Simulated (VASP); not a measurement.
A run of VASP 6.6.1 is set up as follows.

INCAR

```
ALGO = Normal ; EDIFF = 1E-6
ENCUT = 520 ; GGA = PE
ISIF = 2 ; ISMEAR = 0
LASPH = True ; LCHARG = False
LREAL = False ; LWAVE = False
NBANDS = 8 ; NELM = 80
PREC = Accurate ; SIGMA = 0.1
```

Contents of KPOINTS:

```
k-points
0
Gamma
  8 8 4
```

The input POSCAR:

```
Si
1.0
    1.4435608958     -2.3268170645      0.0000000000
    1.4435608958      2.3268170645      0.0000000000
    0.0000000000      0.0000000000      2.3646245613
Si
1
Direct
    0.0000000000      0.0000000000      0.0000000000
```

Potentials or basis: VASP PAW PBE potentials, release 64 (Si).

Launch:

```sh
$ cat potpaw_PBE.64/Si/POTCAR > POTCAR
$ mpirun -np 1 vasp_std > vasp.out
```

Task: What does it give for the band gap on the k mesh?

Result: Zero (bands 2 and 3 overlap by 10.40 eV).

Task: What does it give for the pressure?

Result: 0.0 GPa.

Stress tensor (GPa, compression positive):
```
-0.08  0.00  0.00
 0.00  0.27  0.00
 0.00  0.00 -0.19
```

Caveat: the k points lie up to 0.66 Å⁻¹ apart, too coarse for converged energies and pressures of a metal.
